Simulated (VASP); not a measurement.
Write the native input for VASP 6.6.1 that does the following.

- Task: density of states
- Functional: PBE
- Potentials or basis: VASP PAW PBE potentials, release 64 (Tl_d, Cl)
- Cutoff: 400 eV
- k mesh: 7 × 7 × 7
- Occupations: fermi-dirac, width 0.1 eV
- Spin: no spin polarisation
- Dipole correction: no
- k mesh for the DOS: 11 × 11 × 11
- Occupations for the DOS: tetrahedron
- Further INCAR settings: ALGO = Normal; EDIFF = 1e-06

TlCl:

```
Tl Cl
1.0
     3.89121    0.00000    0.00000
     0.00000    3.89121    0.00000
     0.00000    0.00000    3.89121
Tl Cl
1 1
Direct
  0.00000 0.00000 0.00000
  0.50000 0.50000 0.50000
```

The input as run:

POSCAR

```
TlCl
1.0
    3.8912070000      0.0000000000      0.0000000000
    0.0000000000      3.8912070000      0.0000000000
    0.0000000000      0.0000000000      3.8912070000
Tl Cl
1 1
Direct
    0.0000000000      0.0000000000      0.0000000000
    0.5000000000      0.5000000000      0.5000000000
```

INCAR.step1

```
SYSTEM = TlCl
PREC = Accurate ; ENCUT = 400
EDIFF = 1E-6 ; ISMEAR = -1
SIGMA = 0.1 ; LREAL = .False.
LASPH = .True. ; NELM = 120
ALGO = Normal ; ISIF = 2
LWAVE = .False. ; LCHARG = .True.
GGA = PE ; NBANDS = 17
GGA_COMPAT = .False. ; NEDOS = 2001
LORBIT = 11
```

KPOINTS.step1

```
regular mesh
0
Gamma
  7 7 7
  0 0 0
```

INCAR.step2

```
SYSTEM = TlCl
PREC = Accurate ; ENCUT = 400
EDIFF = 1E-6 ; ISMEAR = -5
SIGMA = 0.1 ; LREAL = .False.
LASPH = .True. ; NELM = 120
ALGO = Normal ; ISIF = 2
LWAVE = .False. ; LCHARG = .False.
GGA = PE ; LORBIT = 11
NEDOS = 2001 ; ICHARG = 11
GGA_COMPAT = .False.
```

KPOINTS.step2

```
regular mesh
0
Gamma
  11 11 11
  0 0 0
```

Potentials or basis: VASP PAW PBE potentials, release 64 (Tl_d, Cl).

Command:

```bash
$ cat potpaw_PBE.64/Tl_d/POTCAR potpaw_PBE.64/Cl/POTCAR > POTCAR
$ cp INCAR.step1 INCAR
$ cp KPOINTS.step1 KPOINTS
$ mpirun -np 1 vasp_std > vasp.out
$ cp INCAR.step2 INCAR
$ cp KPOINTS.step2 KPOINTS
$ mpirun -np 1 vasp_std > vasp.out
```

It gave:

* Valence electrons inside the program's atomic spheres: Tl 11.09; Cl 5.10

Caveat: spin-orbit coupling is left out, which moves the levels of the heavy elements.

It took 41 s on 1 thread of AMD EPYC 7R43 64-Core Processor (Zen 3), with other jobs on the host, peak memory 0.12 GiB.
